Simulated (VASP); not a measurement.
Write the native input for VASP 6.6.1 that does the following.

```yaml
Task: single point
Functional: PBE
Potentials_or_basis: VASP PAW PBE potentials, release 64 (Ir)
Cutoff: 520 eV
k_mesh: 10 × 10 × 10
Occupations: fermi-dirac, width 0.05 eV
Spin: no spin polarisation
Dipole_correction: no
Further_INCAR_settings: ALGO = Normal; EDIFF = 1e-07; NBANDS = 10
```

The structure of Ir lies in POSCAR:

```
Ir
1.0
    2.5136740602      0.0000000000      0.0000000000
    0.0000000000      2.5136740602      0.0000000000
    0.0000000000      0.0000000000      2.5136740602
Ir
1
Direct
    0.0000000000      0.0000000000      0.0000000000
```

One way to write it, as run:

INCAR

```
SYSTEM = Ir
ALGO = Normal
EDIFF = 1E-7
ENCUT = 520
GGA = PE
ISIF = 2
ISMEAR = -1
LASPH = .True.
LCHARG = .True.
LELF = .True.
LREAL = .False.
LVHAR = .True.
LWAVE = .False.
NBANDS = 10
NELM = 60
PREC = Accurate
SIGMA = 0.05
```

KPOINTS

```
k-points
0
Gamma
  10 10 10
  0 0 0
```

Potentials or basis: VASP PAW PBE potentials, release 64 (Ir).

Command:

```sh
$ cat potpaw_PBE.64/Ir/POTCAR > POTCAR
$ mpirun -np 1 vasp_std > vasp.out
```

It gave:

| Item | Value |
| --- | --- |
| Pressure | 20.3 GPa |

Run time: 3.9 s on 1 thread of Intel(R) Xeon(R) 6975P-C (Granite Rapids), with other jobs on the host, peak memory 0.13 GiB.
